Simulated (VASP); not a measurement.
# PrWCl2 (P4/mmm) in VASP: relaxation of cell and atoms with PBE

Aim: the relaxation of cell and atoms of PrWCl2 with PBE.

All numbers are computed with VASP 6.6.1; they aren't measurements. Logs are shortened: lines on timing, memory, paths and dates and some standing lists are left out, and cuts for length are marked.

## Step 1: The cell of the first run

It takes space group P4/mmm (No. 123, tetragonal). Conventional cell: a = 4.502 Å, b = 4.502 Å, c = 4.259 Å, α = 90.00°, β = 90.00°, γ = 90.00°. Within 4.3 Å of Pr (site symmetry 4/mmm) lie 8 Cl at 3.10 Å and 4 W at 3.18 Å and 2 Pr at 4.26 Å. Within 4.3 Å of W (site symmetry 4/mmm) lie 8 Cl at 3.10 Å and 4 Pr at 3.18 Å and 2 W at 4.26 Å. Cl (site symmetry mmm) has 4 Pr at 3.10 Å and 4 W at 3.10 Å and 6 Cl at 3.18 to 4.26 Å within 4.3 Å.

The cell was generated, and may not be a known phase.

## Step 2: Relaxation of cell and atoms, PBE, collinear spin

INCAR reads:

```
SYSTEM = PrWCl2
PREC = Accurate
ENCUT = 500
EDIFF = 1E-7
ISMEAR = 0
SIGMA = 0.1
LREAL = .False.
LASPH = .True.
NELM = 200
ALGO = Normal
ISIF = 3
LWAVE = .False.
LCHARG = .False.
ISPIN = 2
MAGMOM = 0 2.49 0 0
LORBIT = 11
LMAXMIX = 6
GGA = PE
IBRION = 2
NSW = 100
EDIFFG = -0.01
GGA_COMPAT = .False.
NELMIN = 4
KPAR = 4
```

KPOINTS reads:

```
Automatic mesh
0
Gamma
  10 10 12
  0 0 0
```

POSCAR reads:

```
PrWCl2
1.0
    4.5024123917      0.0000000000      0.0000000000
    0.0000000000      4.5024123917      0.0000000000
    0.0000000000      0.0000000000      4.2591225784
Pr W Cl
1 1 2
Direct
    0.0000000000      0.0000000000      0.0000000000
    0.5000000000      0.5000000000      0.0000000000
    0.5000000000      0.0000000000      0.5000000000
    0.0000000000      0.5000000000      0.5000000000
```

Potentials or basis: VASP PAW PBE potentials, release 64 (Pr_3, W_sv, Cl), 4f in core.

Started as:

```bash
$ cat potpaw_PBE.64/Pr_3/POTCAR potpaw_PBE.64/W_sv/POTCAR potpaw_PBE.64/Cl/POTCAR > POTCAR
$ mpirun -np 4 vasp_std > vasp.out
```

OUTCAR:

```text
SYSTEM = PrWCl2
   PREC = Accurate
   ENCUT = 500
   EDIFF = 1E-7
   ISMEAR = 0
   LREAL = .False.
   LASPH = .True.
   NELM = 200
   ISIF = 3
   ISPIN = 2
   LORBIT = 11
   GGA = PE
   IBRION = 2
   NSW = 100
   EDIFFG = -0.01
   NELMIN = 4

 ion  position               nearest neighbor table
   1  0.000  0.000  0.000-   3 3.10   4 3.10   3 3.10   4 3.10   4 3.10   4 3.10   3 3.10   3 3.10
                             2 3.18   2 3.18   2 3.18   2 3.18
   2  0.500  0.500  0.000-   1 3.18   1 3.18   1 3.18   1 3.18
   3  0.500  0.000  0.500-   1 3.10   1 3.10   1 3.10   1 3.10
   4  0.000  0.500  0.500-   1 3.10   1 3.10   1 3.10   1 3.10

  LATTYP: Found a simple tetragonal cell.
 ALAT       =     4.5024123917
 C/A-ratio  =     0.9459645647

  Lattice vectors:

 A1 = (   4.5024123917,   0.0000000000,   0.0000000000)
 A2 = (   0.0000000000,   4.5024123917,   0.0000000000)
 A3 = (   0.0000000000,   0.0000000000,   4.2591225784)

Analysis of symmetry for initial positions (statically):
=====================================================================
 Subroutine PRICEL returns:
 Original cell was already a primitive cell.

 Routine SETGRP: Setting up the symmetry group for a
 simple tetragonal supercell.

 Subroutine GETGRP returns: Found 16 space group operations
 (whereof 16 operations were pure point group operations)
 out of a pool of 16 trial point group operations.

The static configuration has the point symmetry D_4h.

Analysis of symmetry for dynamics (positions and initial velocities):
=====================================================================
 Subroutine PRICEL returns:
 Original cell was already a primitive cell.

 Routine SETGRP: Setting up the symmetry group for a
 simple tetragonal supercell.

 Subroutine GETGRP returns: Found 16 space group operations
 (whereof 16 operations were pure point group operations)
 out of a pool of 16 trial point group operations.

The dynamic configuration has the point symmetry D_4h.

Analysis of structural, dynamic, and magnetic symmetry:
=====================================================================
 Subroutine PRICEL returns:
 Original cell was already a primitive cell.

 Routine SETGRP: Setting up the symmetry group for a
 simple tetragonal supercell.

 Subroutine GETGRP returns: Found 16 space group operations
 (whereof 16 operations were pure point group operations)
 out of a pool of 16 trial point group operations.

The overall configuration has the point symmetry D_4h.

 Subroutine INISYM returns: Found 16 space group operations
 (whereof 16 operations are pure point group operations),
 and found     1 'primitive' translations

----------------------------------------------------------------------------------------

                                     Primitive cell

  volume of cell :      86.3397

  direct lattice vectors                    reciprocal lattice vectors
     4.502412392  0.000000000  0.000000000     0.222103156  0.000000000  0.000000000
     0.000000000  4.502412392  0.000000000     0.000000000  0.222103156  0.000000000
     0.000000000  0.000000000  4.259122578     0.000000000  0.000000000  0.234790143

  length of vectors
     4.502412392  4.502412392  4.259122578     0.222103156  0.222103156  0.234790143

  position of ions in fractional coordinates (direct lattice)
     0.000000000  0.000000000  0.000000000
     0.500000000  0.500000000  0.000000000
     0.500000000  0.000000000  0.500000000
     0.000000000  0.500000000  0.500000000

  ion indices of the primitive-cell ions
   primitive index   ion index
                 1           1
                 2           2
                 3           3
                 4           4

----------------------------------------------------------------------------------------

 KPOINTS: Automatic mesh

Automatic generation of k-mesh.
 Grid dimensions read from file:
 generate k-points for:   10   10   12

 Generating k-lattice:

  Cartesian coordinates                     Fractional coordinates (reciprocal lattice)
     0.022210316  0.000000000  0.000000000     0.100000000  0.000000000  0.000000000
     0.000000000  0.022210316  0.000000000     0.000000000  0.100000000  0.000000000
     0.000000000  0.000000000  0.019565845     0.000000000  0.000000000  0.083333333

  Length of vectors
     0.022210316  0.022210316  0.019565845

  Shift w.r.t. Gamma in fractional coordinates (k-lattice)
     0.000000000  0.000000000  0.000000000

 Subroutine IBZKPT returns following result:
 ===========================================

 Found    147 irreducible k-points:

 Following reciprocal coordinates:
            Coordinates               Weight
  0.000000  0.000000  0.000000      1.000000
  0.100000  0.000000  0.000000      4.000000
  0.200000  0.000000  0.000000      4.000000
  0.300000  0.000000  0.000000      4.000000
  0.400000  0.000000  0.000000      4.000000
  0.500000  0.000000  0.000000      2.000000
[... 16 lines left out ...]
  0.100000  0.000000  0.083333      8.000000
  0.200000  0.000000  0.083333      8.000000
 [... further k-points ...]
   k-points           NKPTS =    147   k-points in BZ     NKDIM =    147   number of bands    NBANDS=     24
   number of dos      NEDOS =    301   number of ions     NIONS =      4
   total plane-waves  NPLWV =  41472
   dimension x,y,z NGX =    36 NGY =   36 NGZ =   32
   dimension x,y,z NGXF=    72 NGYF=   72 NGZF=   64
   ions per type =               1   1   2
   NGX,Y,Z   is equivalent  to a cutoff of  13.29, 13.29, 12.49 a.u.
   NGXF,Y,Z  is equivalent  to a cutoff of  26.59, 26.59, 24.98 a.u.
 SYSTEM =  PrWCl2
   PREC   = accura    normal or accurate (medium, high low for compatibility)
   ISTART =      0    job   : 0-new  1-cont  2-samecut
   ICHARG =      2    charge: 1-file 2-atom 10-const
   ISPIN  =      2    spin polarized calculation?
   LNONCOLLINEAR =      F non collinear calculations
   LSORBIT =      F    spin-orbit coupling
   LASPH  =      T    aspherical Exc in radial PAW
   ENCUT  =  500.0 eV  36.75 Ry    6.06 a.u.   8.21  8.21  7.77*2*pi/ulx,y,z
   NELM   =    200;   NELMIN=  4; NELMDL= -5     # of ELM steps
   EDIFF  = 0.1E-06   stopping-criterion for ELM
   LREAL  =      F    real-space projection
   EDIFFG = -.1E-01   stopping-criterion for IOM
   NSW    =    100    number of steps for IOM
   IBRION =      2    ionic relax: 0-MD 1-quasi-New 2-CG
   NFREE  =      1    steps in history (QN), initial steepest desc. (CG)
   ISIF   =      3    stress and relaxation
   ISYM   =      2    0-nonsym 1-usesym 2-fastsym
   POTIM  = 0.5000    time-step for ionic-motion
   TEBEG  =    0.0;   TEEND  =   0.0 temperature during run
   PSTRESS=    0.0 pullay stress
   NELECT =      39.0000    total number of electrons
   NUPDOWN=      -1.0000    fix difference up-down
   EMIN   =  10.00;   EMAX   =-10.00  energy-range for DOS
   EFERMI =   0.00;   METHOD = LEGACY
   ISMEAR =     0;   SIGMA  =   0.10  broadening in eV -4-tet -1-fermi 0-gaus
   EFERMI_NEDOS =   21; number of points for ismear=-14 and -15
   IALGO  =     38    algorithm
   IMIX   =      4    mixing-type and parameters
     AMIX     =   0.40;   BMIX     =  1.00
     AMIX_MAG =   1.60;   BMIX_MAG =  1.00
  volume/ion in A,a.u.               =      21.58       145.66
  Fermi-wavevector in a.u.,A,eV,Ry     =   1.256106  2.373695 21.467288  1.577801
  Thomas-Fermi vector in A             =   2.389830
   LORBIT       =     11    0 simple, 1 ext, 2 COOP (PROOUT), +10 PAW based schemes
   GGA     = PE    functional components
   LHFCALC =     F    Hartree Fock is set to
   AEXX    =    0.0000 exact exchange contribution
   IVDW    =     0    specifies the selected vdW correction
   LEPSILON=     F    determine dielectric tensor
   LRPA    =     F    only Hartree local field effects (RPA)
 conjugate gradient relaxation of ions
 spin polarized calculation
 Gauss-broadening in eV      SIGMA  =   0.10
  energy-cutoff  :      500.00
  volume of cell :       86.34
 maximum number of plane-waves:      2216
 NGX is ok and might be reduce to    36
   NGX = 17   NGY = 17   NGZ = 15

--------------------------------------- Ionic step        1  -------------------------------------------

 number of electron      38.9999993 magnetization       2.8277657

 Free energy of the ion-electron system (eV)
  ---------------------------------------------------
  ext. energy  EPLUGINS =         0.00000000
  ---------------------------------------------------
  free energy    TOTEN  =       -20.42787330 eV

  energy without entropy =      -20.41652918  energy(sigma->0) =      -20.42220124

------------------------ aborting loop because EDIFF is reached ----------------------------------------

  FORCE on cell =-STRESS in cart. coord.  units (eV):
  Direction    XX          YY          ZZ          XY          YZ          ZX
  --------------------------------------------------------------------------------------
  -------------------------------------------------------------------------------------
  Total        0.3408821      0.3408821     -0.2675930      0.0000000      0.0000000      0.0000000
  in kB        6.3256344      6.3256344     -4.9656338      0.0000000      0.0000000      0.0000000
  external PRESSURE =       2.5618783 kB  Pullay stress =       0.0000000 kB

 VOLUME and BASIS-vectors are now :
 -----------------------------------------------------------------------------
  energy-cutoff  :      500.00
  volume of cell :       86.34
      direct lattice vectors                 reciprocal lattice vectors
     4.502412392  0.000000000  0.000000000     0.222103156  0.000000000  0.000000000
     0.000000000  4.502412392  0.000000000     0.000000000  0.222103156  0.000000000
     0.000000000  0.000000000  4.259122578     0.000000000  0.000000000  0.234790143
[... 115 lines left out ...]
 POSITION                                       TOTAL-FORCE (eV/Angst)
 -----------------------------------------------------------------------------------
      0.00000      0.00000      0.00000         0.000000      0.000000      0.000000
      2.26136      2.26136      0.00000         0.000000     -0.000000      0.000000
      2.26136     -0.00000      2.11544         0.000000      0.000000      0.000000
      0.00000      2.26136      2.11544         0.000000      0.000000      0.000000
 -----------------------------------------------------------------------------------
    total drift:                                0.000000      0.000000      0.000000

  FREE ENERGIE OF THE ION-ELECTRON SYSTEM (eV)
  ---------------------------------------------------
  free  energy   TOTEN  =       -20.4304365018 eV

  energy  without entropy=      -20.4189907930  energy(sigma->0) =      -20.42471365

--------------------------------------- Ionic step        5  -------------------------------------------

 number of electron      38.9999994 magnetization       2.8187364

 Free energy of the ion-electron system (eV)
  ---------------------------------------------------
  ext. energy  EPLUGINS =         0.00000000
  ---------------------------------------------------
  free energy    TOTEN  =       -20.43051186 eV

  energy without entropy =      -20.41906959  energy(sigma->0) =      -20.42479072

 E-fermi :   6.8523     XC(G=0): -10.7080

 val. band max:        6.8482924131   @ k =   0.3000   0.2000   0.0833
 cond. band min:       6.8566253061   @ k =   0.3000   0.3000   0.0833
 fundamental gap:      0.0083328930
 Fermi energy:         6.8523435955

 spin component 1

 k-point     1 :       0.0000    0.0000    0.0000
  band No.  band energies     occupation
      1     -67.5327      1.00000
      2     -32.2009      1.00000
      3     -31.7886      1.00000
      4     -31.7886      1.00000
      5     -30.0345      1.00000
      6     -12.1533      1.00000
[... 16 lines left out ...]
     23       7.1253      0.00006
     24       9.0751      0.00000
[... 600 lines left out ...]
      4     -31.7884      1.00000
      5     -30.0274      1.00000
      6     -12.2384      1.00000
[... 16 lines left out ...]
     23       7.8746      0.00000
     24       8.9012      0.00000

 [... further k-points ...]

 spin component 2

 k-point     1 :       0.0000    0.0000    0.0000
  band No.  band energies     occupation
      1     -66.5639      1.00000
      2     -30.6786      1.00000
      3     -30.5755      1.00000
      4     -30.5755      1.00000
      5     -30.0580      1.00000
      6     -12.1790      1.00000
[... 16 lines left out ...]
     23       7.2163      0.00000
     24       9.6074      0.00000
[... 643 lines left out ...]
 POSITION                                       TOTAL-FORCE (eV/Angst)
 -----------------------------------------------------------------------------------
      0.00000      0.00000      0.00000         0.000000      0.000000      0.000000
      2.26111      2.26111      0.00000         0.000000     -0.000000      0.000000
      2.26111     -0.00000      2.11297         0.000000      0.000000      0.000000
      0.00000      2.26111      2.11297         0.000000      0.000000      0.000000
 -----------------------------------------------------------------------------------
    total drift:                                0.000000      0.000000      0.000000

  FREE ENERGIE OF THE ION-ELECTRON SYSTEM (eV)
  ---------------------------------------------------
  free  energy   TOTEN  =       -20.4305118551 eV

  energy  without entropy=      -20.4190695879  energy(sigma->0) =      -20.42479072

 reached required accuracy - stopping structural energy minimisation

 total charge

# of ion       s       p       d       tot
------------------------------------------
    1        2.059   5.752   0.933   8.744
    2        2.376   6.023   3.419  11.818
    3        1.617   3.451   0.000   5.068
    4        1.617   3.451   0.000   5.068
--------------------------------------------------
tot          7.670  18.676   4.352  30.698

 magnetization (x)

# of ion       s       p       d       tot
------------------------------------------
    1       -0.003   0.013  -0.069  -0.059
    2        0.074   0.019   2.028   2.121
    3        0.012   0.002   0.000   0.014
    4        0.012   0.002   0.000   0.014
--------------------------------------------------
tot          0.095   0.036   1.959   2.090
```

Run time: 4.6 min. Hardware: 4 MPI ranks of AMD EPYC 9R45 (Zen 5), shared host; peak memory 0.57 GiB.

What came out:

* Free energy: -20.4305 eV
* Relaxed volume: 21.61 Å³/atom
* Relaxed cell: a = 4.522 Å, b = 4.522 Å, c = 4.226 Å, α = 90.00°, β = 90.00°, γ = 90.00°
* Space group after relaxing (to 0.1 Å): P4/mmm (No. 123)
* Energy gained by relaxing: 0.7 meV/atom
* Ionic steps: 5
* Pressure after relaxing: 0.0 GPa
* Net moment: 2.82 μB per cell
* Site moments: Pr -0.06; W +2.12; Cl +0.01 μB
* Valence electrons inside the program's atomic spheres: Pr 8.74; W 11.82; Cl 5.07

The path:
| step | energy change (eV) | largest force (eV/Å) | pressure (GPa) | volume (Å³) |
| --- | --- | --- | --- | --- |
| 1 | 0.0000 | 0.0000 | 0.26 | 86.34 |
| 2 | -0.0021 | 0.0000 | -0.15 | 86.77 |
| 3 | -0.0021 | 0.0000 | -0.21 | 86.84 |
| 4 | -0.0026 | 0.0000 | -0.09 | 86.54 |
| 5 | -0.0026 | 0.0000 | -0.04 | 86.42 |

Final structure:
```cif
data_structure
_symmetry_space_group_name_H-M 'P 1'
_symmetry_Int_Tables_number 1
_cell_length_a 4.5222
_cell_length_b 4.5222
_cell_length_c 4.2259
_cell_angle_alpha 90.000
_cell_angle_beta 90.000
_cell_angle_gamma 90.000
_cell_volume 86.42
loop_
_atom_site_label
_atom_site_type_symbol
_atom_site_fract_x
_atom_site_fract_y
_atom_site_fract_z
_atom_site_occupancy
Pr1 Pr 0.00000 0.00000 0.00000 1
W1 W 0.50000 0.50000 0.00000 1
Cl1 Cl 0.50000 0.00000 0.50000 1
Cl2 Cl 0.00000 0.50000 0.50000 1
```

Levels at points of the mesh, in eV from the Fermi level:
Spin up:
```csv
k point,band 18,band 19,band 20,band 21,band 22,band 23,band 24
"(0.00, 0.00, 0.00)",-2.40,-2.36,-2.19,-1.58,-1.58,0.27,2.22
"(0.50, 0.00, 0.00)",-1.18,-0.99,-0.64,-0.44,0.32,0.74,1.31
"(0.50, 0.50, 0.00)",-1.61,0.27,0.36,0.36,0.89,2.63,2.63
"(0.00, 0.00, 0.50)",-1.33,0.15,0.52,0.52,0.76,2.03,3.72
"(0.50, 0.00, 0.50)",-0.74,-0.60,-0.55,0.26,0.55,0.79,1.88
"(0.50, 0.50, 0.50)",-1.93,-1.12,-1.12,-0.60,-0.52,2.35,2.35
```
Spin down:
| k point | band 15 | band 16 | band 17 | band 18 | band 19 | band 20 | band 21 | band 22 |
| --- | --- | --- | --- | --- | --- | --- | --- | --- |
| (0.00, 0.00, 0.00) | -4.06 | -4.06 | -3.11 | -1.71 | -1.57 | -0.29 | -0.29 | -0.29 |
| (0.50, 0.00, 0.00) | -5.57 | -5.47 | -0.56 | -0.48 | 0.56 | 0.68 | 0.80 | 1.38 |
| (0.50, 0.50, 0.00) | -4.06 | -3.78 | -1.29 | -0.86 | 1.73 | 2.03 | 2.03 | 2.54 |
| (0.00, 0.00, 0.50) | -4.32 | -4.32 | -1.46 | -0.45 | 1.12 | 2.10 | 2.10 | 2.59 |
| (0.50, 0.00, 0.50) | -5.58 | -5.46 | 0.19 | 0.47 | 0.51 | 1.02 | 1.13 | 1.91 |
| (0.50, 0.50, 0.50) | -3.84 | -3.55 | -2.77 | -1.12 | 0.30 | 0.30 | 1.02 | 1.59 |

Caveat: the magnetic or orbital state may not be the lowest; spin-orbit coupling is left out, which moves the levels of the heavy elements; the 4f electrons are frozen in the core, so they carry no moment and show no levels. With open d or f shells a metallic result of PBE can be an artefact of self-interaction; +U or a hybrid may open a gap.
